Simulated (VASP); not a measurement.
# HfO2 in VASP: further runs

Runs on HfO2. Level: PBE. Tasks: single point.

All numbers are computed with VASP 6.6.1; they aren't measurements. Logs are shortened: lines on timing, memory, paths and dates and some standing lists are left out, and cuts for length are marked.

**1. The cell of the first run**

The cell holds an amorphous packing of atoms, 18 atoms: a = 5.914 Å, b = 6.170 Å, c = 5.666 Å, α = 90.57°, β = 90.53°, γ = 88.22°.

**2. Single point, PBE**

The input, INCAR:

```
  PREC = Accurate
  ENCUT = 520
  EDIFF = 1E-7
  ISMEAR = -1
  SIGMA = 0.1241
  LREAL = Auto
  LASPH = T
  NELM = 80
  ALGO = Normal
  ISIF = 2
  LWAVE = F
  LCHARG = F
  GGA = PE
  NBANDS = 81
  ISYM = 0
```

The input, KPOINTS:

```
regular mesh
0
Gamma
  1 1 1
```

The input, POSCAR:

```
HfO2
1.0
    5.9133820000      0.0936650000     -0.0263170000
    0.0936650000      6.1692290000     -0.0293520000
   -0.0263170000     -0.0293520000      5.6660680000
Hf O
6 12
Direct
    0.1966633207      0.2578624212      0.8776845542
    0.7090990051      0.0313072621      0.8496670512
    0.6616124658      0.6019768145      0.1259795821
    0.4034952574      0.0704045460      0.3677483749
    0.9151317819      0.2266775522      0.3660584311
    0.1641313762      0.7088415841      0.6102964814
    0.1289193495      0.0610638637      0.1559413189
    1.0083980138      0.0086205073      0.6446062842
    0.6616404034      0.2293803348      0.5868207304
    0.7271666186      0.7193550626      0.8203589074
    0.3724899355      0.9762593294      0.7350993637
    0.2127653935      0.3464255164      0.5001707760
    0.9227580358      0.5679725142      0.3333550449
    0.7229094717      0.9643115615      0.1848652860
    0.8701707795      0.3432479708     -0.0025251552
    0.3962590459      0.7446891330      0.3591373179
    0.2508567691      0.5727461673      0.9059608962
    0.4917876475      0.2602577962      0.0665451707
```

Potentials or basis: VASP PAW PBE potentials, release 64 (Hf_pv, O).

Launch:

```bash
> cat potpaw_PBE.64/Hf_pv/POTCAR potpaw_PBE.64/O/POTCAR > POTCAR
> mpirun -np 1 vasp_gam > vasp.out
```

OUTCAR:

```text
PREC = Accurate
   ENCUT = 520
   EDIFF = 1E-7
   ISMEAR = -1
   LREAL = Auto
   LASPH = T
   NELM = 80
   ISIF = 2
   GGA = PE
   ISYM = 0

 ion  position               nearest neighbor table
   1  0.197  0.258  0.878-  17 1.98  18 2.04   7 2.05  15 2.10  11 2.15  12 2.22   8 2.32   6 3.18
                             4 3.23   2 3.25   5 3.25   2 3.30   4 3.33   5 3.34   6 3.71   3 3.78
   2  0.709  0.031  0.850-  10 1.93  14 1.95   9 1.95  11 2.12   8 2.13  18 2.24  15 2.32   3 3.11
                             1 3.25   5 3.27   4 3.27   1 3.30   5 3.38   4 3.46   6 3.57   3 3.84
   3  0.662  0.602  0.126-  10 1.93  13 1.94  15 2.11  16 2.22  14 2.30  18 2.38  17 2.73   5 3.04
                             2 3.11   4 3.50   1 3.78   2 3.84
   4  0.403  0.070  0.368-  16 2.01   7 2.01  12 2.15  18 2.16  11 2.18   9 2.21  14 2.24   8 2.86
                             5 3.02   6 3.03   5 3.20   1 3.23   2 3.27   1 3.33   2 3.46   3 3.50
   5  0.915  0.227  0.366-   9 1.96   7 2.00  12 2.07  13 2.12   8 2.14  15 2.23  14 2.24   4 3.02
                             3 3.04   4 3.20   1 3.25   2 3.27   1 3.34   2 3.38   6 3.62   6 3.75
   6  0.164  0.709  0.610-  17 1.94  16 2.00   8 2.05  11 2.20  13 2.29  12 2.33  10 2.85   4 3.03
                             1 3.18   2 3.57   5 3.62   1 3.71   5 3.75
   7  0.129  0.061  0.156-   5 2.00   4 2.01   1 2.05
   8  0.008  0.009  0.645-   6 2.05   2 2.13   5 2.14   1 2.32   4 2.86
   9  0.662  0.229  0.587-   2 1.95   5 1.96   4 2.21
  10  0.727  0.719  0.820-   2 1.93   3 1.93   6 2.85
  11  0.372  0.976  0.735-   2 2.12   1 2.15   4 2.18   6 2.20
  12  0.213  0.346  0.500-   5 2.07   4 2.15   1 2.22   6 2.33
  13  0.923  0.568  0.333-   3 1.94   5 2.12   6 2.29
  14  0.723  0.964  0.185-   2 1.95   4 2.24   5 2.24   3 2.30
  15  0.870  0.343  0.997-   1 2.10   3 2.11   5 2.23   2 2.32
  16  0.396  0.745  0.359-   6 2.00   4 2.01   3 2.22
  17  0.251  0.573  0.906-   6 1.94   1 1.98   3 2.73
  18  0.492  0.260  0.067-   1 2.04   4 2.16   2 2.24   3 2.38

IMPORTANT INFORMATION: All symmetrisations will be switched off!
NOSYMM: (Re-)initialisation of all symmetry stuff for point group C_1.

----------------------------------------------------------------------------------------

                                     Primitive cell

  volume of cell :     206.6449

  direct lattice vectors                    reciprocal lattice vectors
     5.913382000  0.093665000 -0.026317000     0.169152023 -0.002564494  0.000772370
     0.093665000  6.169229000 -0.029352000    -0.002564494  0.162137685  0.000828013
    -0.026317000 -0.029352000  5.666068000     0.000772370  0.000828013  0.176497111

  length of vectors
     5.914182310  6.170009816  5.666205141     0.169173225  0.162160079  0.176500743

  position of ions in fractional coordinates (direct lattice)
     0.196663321  0.257862421  0.877684554
     0.709099005  0.031307262  0.849667051
     0.661612466  0.601976814  0.125979582
     0.403495257  0.070404546  0.367748375
     0.915131782  0.226677552  0.366058431
     0.164131376  0.708841584  0.610296481
     0.128919350  0.061063864  0.155941319
     0.008398014  0.008620507  0.644606284
     0.661640403  0.229380335  0.586820730
     0.727166619  0.719355063  0.820358907
     0.372489935  0.976259329  0.735099364
     0.212765393  0.346425516  0.500170776
     0.922758036  0.567972514  0.333355045
     0.722909472  0.964311561  0.184865286
     0.870170780  0.343247971  0.997474845
     0.396259046  0.744689133  0.359137318
     0.250856769  0.572746167  0.905960896
     0.491787647  0.260257796  0.066545171

  ion indices of the primitive-cell ions
   primitive index   ion index
                 1           1
                 2           2
                 3           3
                 4           4
                 5           5
                 6           6
                 7           7
                 8           8
                 9           9
                10          10
                11          11
                12          12
                13          13
                14          14
                15          15
                16          16
                17          17
                18          18

----------------------------------------------------------------------------------------

 KPOINTS: regular mesh

Automatic generation of k-mesh.
 Grid dimensions read from file:
 generate k-points for:    1    1    1

 Generating k-lattice:

  Cartesian coordinates                     Fractional coordinates (reciprocal lattice)
     0.169152023 -0.002564494  0.000772370     1.000000000 -0.000000000  0.000000000
    -0.002564494  0.162137685  0.000828013     0.000000000  1.000000000  0.000000000
     0.000772370  0.000828013  0.176497111     0.000000000  0.000000000  1.000000000

  Length of vectors
     0.169173225  0.162160079  0.176500743

  Shift w.r.t. Gamma in fractional coordinates (k-lattice)
     0.000000000  0.000000000  0.000000000

 Subroutine IBZKPT returns following result:
 ===========================================

 Found      1 irreducible k-points:

 Following reciprocal coordinates:
            Coordinates               Weight
  0.000000  0.000000  0.000000      1.000000
   k-points           NKPTS =      1   k-points in BZ     NKDIM =      1   number of bands    NBANDS=     81
   number of dos      NEDOS =    301   number of ions     NIONS =     18
   total plane-waves  NPLWV =  96768
   dimension x,y,z NGX =    48 NGY =   48 NGZ =   42
   dimension x,y,z NGXF=    96 NGYF=   96 NGZF=   84
   ions per type =               6  12
   NGX,Y,Z   is equivalent  to a cutoff of  13.49, 12.93, 12.32 a.u.
   NGXF,Y,Z  is equivalent  to a cutoff of  26.99, 25.87, 24.65 a.u.
 SYSTEM =  unknown system
   PREC   = accura    normal or accurate (medium, high low for compatibility)
   ISTART =      0    job   : 0-new  1-cont  2-samecut
   ICHARG =      2    charge: 1-file 2-atom 10-const
   ISPIN  =      1    spin polarized calculation?
   LNONCOLLINEAR =      F non collinear calculations
   LSORBIT =      F    spin-orbit coupling
   LASPH  =      T    aspherical Exc in radial PAW
   ENCUT  =  520.0 eV  38.22 Ry    6.18 a.u.  11.00 11.47 10.54*2*pi/ulx,y,z
   NELM   =     80;   NELMIN=  2; NELMDL= -5     # of ELM steps
   EDIFF  = 0.1E-06   stopping-criterion for ELM
   LREAL  =      T    real-space projection
   EDIFFG = 0.1E-05   stopping-criterion for IOM
   NSW    =      0    number of steps for IOM
   IBRION =     -1    ionic relax: 0-MD 1-quasi-New 2-CG
   NFREE  =      0    steps in history (QN), initial steepest desc. (CG)
   ISIF   =      2    stress and relaxation
   ISYM   =      0    0-nonsym 1-usesym 2-fastsym
   POTIM  = 0.5000    time-step for ionic-motion
   TEBEG  =    0.0;   TEEND  =   0.0 temperature during run
   PSTRESS=    0.0 pullay stress
   NELECT =     132.0000    total number of electrons
   NUPDOWN=      -1.0000    fix difference up-down
   EMIN   =  10.00;   EMAX   =-10.00  energy-range for DOS
   EFERMI =   0.00;   METHOD = LEGACY
   ISMEAR =    -1;   SIGMA  =   0.12  broadening in eV -4-tet -1-fermi 0-gaus
   EFERMI_NEDOS =   21; number of points for ismear=-14 and -15
   IALGO  =     38    algorithm
   IMIX   =      4    mixing-type and parameters
     AMIX     =   0.40;   BMIX     =  1.00
     AMIX_MAG =   1.60;   BMIX_MAG =  1.00
  volume/ion in A,a.u.               =      11.48        77.47
  Fermi-wavevector in a.u.,A,eV,Ry     =   1.409909  2.664343 27.046268  1.987845
  Thomas-Fermi vector in A             =   2.531917
   LORBIT       =      0    0 simple, 1 ext, 2 COOP (PROOUT), +10 PAW based schemes
   GGA     = PE    functional components
   LHFCALC =     F    Hartree Fock is set to
   AEXX    =    0.0000 exact exchange contribution
   IVDW    =     0    specifies the selected vdW correction
   LEPSILON=     F    determine dielectric tensor
   LRPA    =     F    only Hartree local field effects (RPA)
 non-spin polarized calculation
  energy-cutoff  :      520.00
  volume of cell :      206.64
 maximum number of plane-waves:      2786
 NGX is ok and might be reduce to    42
   NGX = 21   NGY = 23   NGZ = 21

 number of electron     132.0000003 magnetization

 Free energy of the ion-electron system (eV)
  ---------------------------------------------------
  ext. energy  EPLUGINS =         0.00000000
  ---------------------------------------------------
  free energy    TOTEN  =      -176.36238256 eV

  energy without entropy =     -176.36237949  energy(sigma->0) =     -176.36238102

 E-fermi :   4.9516     XC(G=0): -11.3653

 val. band max:        3.0677682651   @ k =   0.0000   0.0000   0.0000
 cond. band min:       6.7916535498   @ k =   0.0000   0.0000   0.0000
 fundamental gap:      3.7238852847
 Fermi energy:         4.9516232891

 k-point     1 :       0.0000    0.0000    0.0000
  band No.  band energies     occupation
      1     -26.8035      2.00000
      2     -26.6919      2.00000
      3     -26.5439      2.00000
      4     -26.5100      2.00000
      5     -26.4898      2.00000
      6     -26.3254      2.00000
      7     -26.2687      2.00000
      8     -26.2361      2.00000
      9     -26.1486      2.00000
     10     -26.0659      2.00000
     11     -26.0461      2.00000
     12     -25.9208      2.00000
     13     -25.9110      2.00000
     14     -25.8581      2.00000
     15     -25.8276      2.00000
     16     -25.6387      2.00000
     17     -25.5289      2.00000
     18     -25.4990      2.00000
     19     -15.4273      2.00000
     20     -14.2674      2.00000
     21     -13.8080      2.00000
     22     -13.7650      2.00000
     23     -13.5639      2.00000
     24     -13.3962      2.00000
     25     -13.3033      2.00000
     26     -13.1998      2.00000
     27     -13.0847      2.00000
     28     -12.8208      2.00000
     29     -12.6015      2.00000
     30     -12.5542      2.00000
     31      -2.5386      2.00000
     32      -2.1446      2.00000
     33      -1.9610      2.00000
     34      -1.8104      2.00000
     35      -1.4999      2.00000
     36      -1.4365      2.00000
     37      -1.1955      2.00000
     38      -1.1134      2.00000
     39      -1.0417      2.00000
     40      -0.9483      2.00000
     41      -0.6155      2.00000
     42      -0.5510      2.00000
     43      -0.2478      2.00000
     44      -0.0702      2.00000
     45       0.0221      2.00000
     46       0.1647      2.00000
     47       0.2610      2.00000
     48       0.3764      2.00000
     49       0.6524      2.00000
     50       0.7092      2.00000
     51       0.8219      2.00000
     52       0.9633      2.00000
     53       1.1764      2.00000
     54       1.3573      2.00000
     55       1.4050      2.00000
     56       1.5263      2.00000
     57       1.7132      2.00000
     58       1.8046      2.00000
     59       1.9477      2.00000
     60       2.0354      2.00000
     61       2.1953      2.00000
     62       2.3319      2.00000
     63       2.4777      2.00000
     64       2.5232      2.00000
     65       2.9731      2.00000
     66       3.0678      2.00000
     67       6.7917      0.00000
     68       7.1852      0.00000
     69       7.4354      0.00000
     70       7.9147      0.00000
     71       8.2276      0.00000
     72       8.5614      0.00000
     73       8.9432      0.00000
     74       9.0112      0.00000
     75       9.1053      0.00000
     76       9.3167      0.00000
     77       9.5496      0.00000
     78       9.8094      0.00000
 [bands above 78 left out]

------------------------ aborting loop because EDIFF is reached ----------------------------------------

  FORCE on cell =-STRESS in cart. coord.  units (eV):
  Direction    XX          YY          ZZ          XY          YZ          ZX
  --------------------------------------------------------------------------------------
  -------------------------------------------------------------------------------------
  Total       27.7691109     14.0825148     18.6246144     -7.5007161    -16.3528717      2.9930402
  in kB      215.3018618    109.1857659    144.4019640    -58.1551975   -126.7884926     23.2058966
  external PRESSURE =     156.2965305 kB  Pullay stress =       0.0000000 kB

 VOLUME and BASIS-vectors are now :
 -----------------------------------------------------------------------------
  energy-cutoff  :      520.00
  volume of cell :      206.64
      direct lattice vectors                 reciprocal lattice vectors
     5.913382000  0.093665000 -0.026317000     0.169152023 -0.002564494  0.000772370
     0.093665000  6.169229000 -0.029352000    -0.002564494  0.162137685  0.000828013
    -0.026317000 -0.029352000  5.666068000     0.000772370  0.000828013  0.176497111

 POSITION                                       TOTAL-FORCE (eV/Angst)
 -----------------------------------------------------------------------------------
      1.16400      1.58347      4.96028         0.606553     -0.034010     -0.184059
      4.17374      0.23462      4.79469         0.209569      1.249654     -0.112389
      3.96544      3.77201      0.67873        -1.485532      0.507754     -0.747946
      2.38294      0.46134      2.07100         2.272955      0.706756     -0.334814
      5.42312      1.47340      2.04337        -0.439228      1.509827     -1.562618
      1.02090      4.37047      3.43286        -0.413061     -1.699607     -0.708795
      0.76396      0.38422      0.87839         1.596862     -1.010618     -0.222856
      0.03350      0.03505      3.65191        -2.211413     -0.031193     -0.400529
      3.91857      1.45985      3.30082        -1.641485      1.678441     -2.279879
      4.34580      4.48190      4.60796         0.691331     -1.379002     -0.693881
      2.27477      6.03608      4.12667         1.481667      0.185399     -0.076785
      1.27745      2.14243      2.81823         0.351362     -0.837027      1.342655
      5.50105      3.58060      1.84786        -0.313552      0.896840      1.954714
      4.36030      6.01134      1.00013        -0.651790     -1.261372      3.774572
      5.15155      2.16980      5.61879         0.929995     -1.528161     -0.265493
      2.40353      4.62073      2.00261         0.400052     -0.891294     -0.011684
      1.51322      3.53031      5.10982         0.070023      0.808175     -0.456335
      2.93075      1.64970      0.35647        -1.454309      1.129439      0.986125
 -----------------------------------------------------------------------------------
    total drift:                                0.000869     -0.008166     -0.006504

  FREE ENERGIE OF THE ION-ELECTRON SYSTEM (eV)
  ---------------------------------------------------
  free  energy   TOTEN  =      -176.3623825607 eV

  energy  without entropy=     -176.3623794889  energy(sigma->0) =     -176.36238102
```

Wall time 30 s (1 thread of AMD EPYC 9R45 (Zen 5), shared host); peak memory 0.25 GiB.

Results:

| Quantity | Value |
| --- | --- |
| Free energy | -176.3624 eV |
| Pressure | 15.6 GPa |
| Largest force | 4.033 eV/Å |
| Band gap on the k mesh | 3.72 eV |

Forces on the atoms (eV/Å):
```
Hf   0.607 -0.034 -0.184
Hf   0.210  1.250 -0.112
Hf  -1.486  0.508 -0.748
Hf   2.273  0.707 -0.335
Hf  -0.439  1.510 -1.563
Hf  -0.413 -1.700 -0.709
O    1.597 -1.011 -0.223
O   -2.211 -0.031 -0.401
O   -1.641  1.678 -2.280
O    0.691 -1.379 -0.694
O    1.482  0.185 -0.077
O    0.351 -0.837  1.343
O   -0.314  0.897  1.955
O   -0.652 -1.261  3.775
O    0.930 -1.528 -0.265
O    0.400 -0.891 -0.012
O    0.070  0.808 -0.456
O   -1.454  1.129  0.986
```

Caveat: the k points lie up to 1.11 Å⁻¹ apart; spin-orbit coupling is left out, which moves the levels of the heavy elements.

(Part 1 of 2 ends here.)
